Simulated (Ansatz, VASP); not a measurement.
## W: VASP beside Ansatz

File INCAR:

```
ALGO = Normal
EDIFF = 1E-6
ENCUT = 520
GGA = CA
ISIF = 2
ISMEAR = 0
LASPH = True
LCHARG = False
LREAL = False
LWAVE = False
NBANDS = 13
NELM = 100
PREC = Accurate
SIGMA = 0.15
```

File KPOINTS:

```
k-points
0
Gamma
  20 20 20
```

The input POSCAR:

```
W
1.0
   -1.5367164717      1.5367164717      1.5367164717
    1.5367164717     -1.5367164717      1.5367164717
    1.5367164717      1.5367164717     -1.5367164717
W
1
Direct
    0.0000000000      0.0000000000      0.0000000000
```

Input for Ansatz:

```yaml
crystal:
  lattice:
    - [-1.5367164717, 1.5367164717, 1.5367164717]
    - [1.5367164717, -1.5367164717, 1.5367164717]
    - [1.5367164717, 1.5367164717, -1.5367164717]
  atoms:
    - { symbol: W, position: [0.0, 0.0, 0.0] }
basis:
  ecutwfc: 420
kpoints:
  mp_grid: { grid: [20, 20, 20] }
hamiltonian:
  xc: lda
  pseudopotentials: { kind: paw, azcp: { folder: soft_1 } }
scf:
  occupations: { method: gaussian, width: 0.15 }
output:
  forces: true
  stress: true
  eigenvalues: true
```

Change from the starting cell: equal engineering shear yz, xz and xy +0.0000, equal normal strain along x, y and z -0.0200.

Alike in both runs: task single point; functional LDA; k mesh 20 × 20 × 20; occupations gaussian, width 0.15 eV; no spin polarisation.

|  | VASP | Ansatz |
| --- | --- | --- |
| version | VASP 6.6.1 | Ansatz 0.2.0 |
| potentials or method | VASP PAW LDA potentials, release 64 (W_sv), cutoff 520 eV | scalar-relativistic, plane waves, PAW |
| valence electrons in the cell | 14 | 14 |

|  | VASP | Ansatz | Ansatz less VASP |
| --- | --- | --- | --- |
| gap on the k mesh at the Fermi level (eV) | none | none | - |
| pressure (GPa) | 25.2 | 22.8 | -2.39 |

Ansatz warns that its potentials were made for another functional, while VASP's fit it. LDA's correlation is that of Perdew and Zunger in VASP and of Perdew and Wang (1992) in Ansatz. A gap of «none» marks a metal or a gap that the smearing closes.

Spin-orbit coupling is off throughout.
